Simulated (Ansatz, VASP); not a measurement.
**Be3S5 in VASP and in Ansatz**

```
CELL_PARAMETERS angstrom
3.64064 0.00000 0.00000
0.00000 3.64064 0.00000
0.00000 0.00000 10.42036
ATOMIC_POSITIONS crystal
Be 0.00000 0.00000 0.50000
Be 0.50000 0.50000 0.00000
Be 0.50000 0.50000 0.50000
S 0.00000 0.50000 0.34712
S 0.00000 0.50000 0.65288
S 0.50000 0.00000 0.34712
S 0.50000 0.00000 0.65288
S 0.00000 0.00000 0.00000
```

Change from the starting cell: species swapped into the Ti3Al5 type (P4/mmm, No. 123).

Alike in both runs: functional PBE; k mesh 4 × 4 × 2; occupations gaussian, width 0.2 eV; no spin polarisation.

Ansatz relaxed the structure, and its values are those at the end. VASP's run is a single point on that final structure, the one shown.

|  | VASP | Ansatz |
| --- | --- | --- |
| version | VASP 6.6.1 | Ansatz 0.2.0 |
| potentials or method | VASP PAW PBE potentials, release 64 (Be, S), cutoff 600 eV | scalar-relativistic, plane waves, PAW |
| valence electrons in the cell | 36 | 36 |

|  | VASP | Ansatz | Ansatz less VASP |
| --- | --- | --- | --- |
| gap on the k mesh at the Fermi level (eV) | none | none | - |
| pressure (GPa) | 0.2 | 0.3 | +0.07 |
| rms of the force components (eV/Å) | 0.024 | 0.021 | -0.0035 |

A gap of «none» marks a metal or a gap that the smearing closes.

The k mesh is coarse, so the values compare programs but aren't converged.
